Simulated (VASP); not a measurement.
Na: single point with PBEsol

The system is Na.

```xyz
1
Lattice="-1.1204 2.2409 2.2409 2.2409 -1.1204 2.2409 2.2409 2.2409 -1.1204" Properties=species:S:1:pos:R:3 pbc="T T T"
Na    0.0000    0.0000    0.0000
```

This isn't the form of Na at room conditions, which is bcc.

This cell differs from its parent crystal: ratio of the length along [111] to the lengths across it x 2.0, volume and fractional coordinates fixed.

```yaml
Program: VASP 6.6.1
Task: single point
Functional: PBEsol
Potentials_or_basis: VASP PAW PBE potentials, release 64 (Na_pv)
Cutoff: 520 eV
k_mesh: 18 × 18 × 18
Occupations: gaussian, width 0.15 eV
Spin: no spin polarisation
```

The pressure is 0.1 GPa and the band gap on the k mesh is zero (an odd number of electrons rules out a gap without spin polarisation).

Levels at points of the mesh, in eV from the Fermi level:
```
           k point  band 1  band 2  band 3  band 4  band 5  band 6  band 7  band 8
(0.00, 0.00, 0.00)  -24.98  -24.98  -24.98   -3.24    8.39    8.39    9.78    9.78
(0.50, 0.00, 0.00)  -25.04  -24.98  -24.98    0.01    0.22   10.74   12.17   12.17
(0.50, 0.50, 0.00)  -25.03  -25.03  -24.97    3.04    3.04    3.20    4.17   14.56
(0.50, 0.50, 0.50)  -25.02  -25.02  -25.02    5.94    5.94    5.94    6.13    6.13
```

Wall time 25 s on 1 thread of Intel(R) Xeon(R) 6975P-C (Granite Rapids), on a shared host, peak memory 0.19 GiB.

Caveat: the PAW data sets were made with another functional, which shifts forces and pressure a little.
